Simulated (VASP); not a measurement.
Here is a VASP 6.6.1 calculation.

The input POSCAR:

```
FePt
1.0
    3.0504188170      0.0000000000      0.0000000000
    0.0000000000      3.0504188170      0.0000000000
    0.0000000000      0.0000000000      3.0504188170
Fe Pt
1 1
Direct
    0.0000000000      0.0000000000      0.0000000000
    0.5000000000      0.5000000000      0.5000000000
```

File INCAR.step1:

```
PREC = Accurate
ENCUT = 520
ISMEAR = 0
SIGMA = 0.1
LREAL = F
LASPH = T
NELM = 150
ISPIN = 2
MAGMOM = 3.68 0.45
LMAXMIX = 4
NBANDS = 20
GGA = PE
ALGO = Normal
EDIFF = 1E-4
LWAVE = T
LCHARG = F
```

File INCAR.step2:

```
PREC = Accurate
ENCUT = 520
EDIFF = 1E-6
ISMEAR = 0
SIGMA = 0.1
LREAL = F
LASPH = T
NELM = 150
ALGO = Normal
ISIF = 2
LWAVE = F
LCHARG = T
ISPIN = 2
MAGMOM = 3.68 0.45
LORBIT = 11
LMAXMIX = 4
METAGGA = R2SCAN
LMIXTAU = T
LELF = T
LVHAR = T
NBANDS = 20
ISTART = 1
```

The input KPOINTS:

```
Automatic mesh
0
Gamma
  18 18 18
```

Potentials or basis: VASP PAW PBE potentials, release 64 (Fe, Pt).

Command:

```sh
$ cat potpaw_PBE.64/Fe/POTCAR potpaw_PBE.64/Pt/POTCAR > POTCAR
$ cp INCAR.step1 INCAR
$ mpirun -np 1 vasp_std > vasp.out
$ cp INCAR.step2 INCAR
$ mpirun -np 1 vasp_std > vasp.out
```

Estimate the net moment.

3.61 μB per cell.

Estimate the site moments.

Fe +3.28; Pt +0.30 μB.

What does it give for the pressure?

-0.1 GPa.

Caveat: the PAW data sets were made with another functional, which shifts forces and pressure a little.
